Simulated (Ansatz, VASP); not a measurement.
## CoSi2: VASP beside Ansatz

Contents of INCAR:

```
SYSTEM = CoSi2
PREC = Accurate ; ENCUT = 520
EDIFF = 1E-6 ; ISMEAR = 0
SIGMA = 0.15 ; LREAL = .False.
LASPH = .True. ; NELM = 60
ALGO = Normal ; ISIF = 2
LWAVE = .False. ; LCHARG = .False.
GGA = PS ; NBANDS = 16
```

Contents of KPOINTS:

```
Automatic mesh
0
Gamma
  16 16 16
  0 0 0
```

The input POSCAR:

```
CoSi2
1.0
    0.0000000000      2.6562539604      2.6562539604
    2.6562539604      0.0000000000      2.6562539604
    2.6562539604      2.6562539604      0.0000000000
Co Si
1 2
Direct
    0.0000000000      0.0000000000      0.0000000000
    0.2923528780      0.2076471220      0.1229413659
    0.7500000000      0.7500000000      0.7500000000
```

Input for Ansatz:

```yaml
crystal:
  lattice:
    - [0.0, 2.6562539604, 2.6562539604]
    - [2.6562539604, 0.0, 2.6562539604]
    - [2.6562539604, 2.6562539604, 0.0]
  atoms:
    - { symbol: Co, position: [0.0, 0.0, 0.0] }
    - { symbol: Si, position: [0.292352878, 0.207647122, 0.1229413659] }
    - { symbol: Si, position: [0.75, 0.75, 0.75] }
basis:
  ecutwfc: 420
kpoints:
  mp_grid: { grid: [16, 16, 16] }
hamiltonian:
  xc: pbesol
scf:
  occupations: { method: gaussian, width: 0.15 }
output:
  forces: true
  stress: true
  eigenvalues: true
```

Alike in both runs: task single point; functional PBEsol; k mesh 16 × 16 × 16; occupations gaussian, width 0.15 eV; no spin polarisation.

|  | VASP | Ansatz |
| --- | --- | --- |
| version | VASP 6.6.1 | Ansatz 0.2.0 |
| potentials or method | VASP PAW PBE potentials, release 64 (Co, Si), cutoff 520 eV | scalar-relativistic, plane waves, PAW |
| valence electrons in the cell | 17 | 25 |

Ansatz gave:

```
gap on the k mesh at the Fermi level (eV)                     : none
pressure (GPa)                                                : 17.0
traceless stress, the component that is largest in VASP (GPa) : 20.21
rms of the force components (eV/Å)                            : 2.788
```

Q: Which values does VASP return?

A: gap on the k mesh at the Fermi level (eV): none; pressure (GPa): 17.3; traceless stress, the component that is largest in VASP (GPa): 20.53; rms of the force components (eV/Å): 2.835.

VASP's potentials were made for PBE, not for PBEsol. Atom by atom the forces differ by 0.053 eV/Å (rms over components). A gap of «none» marks a metal or a gap that the smearing closes. The functional is the same, so the differences come from potentials, cutoffs and numerics. VASP's potentials hold 17 valence electrons a cell and Ansatz's 25, so a difference there can come from the potentials and not from the codes.
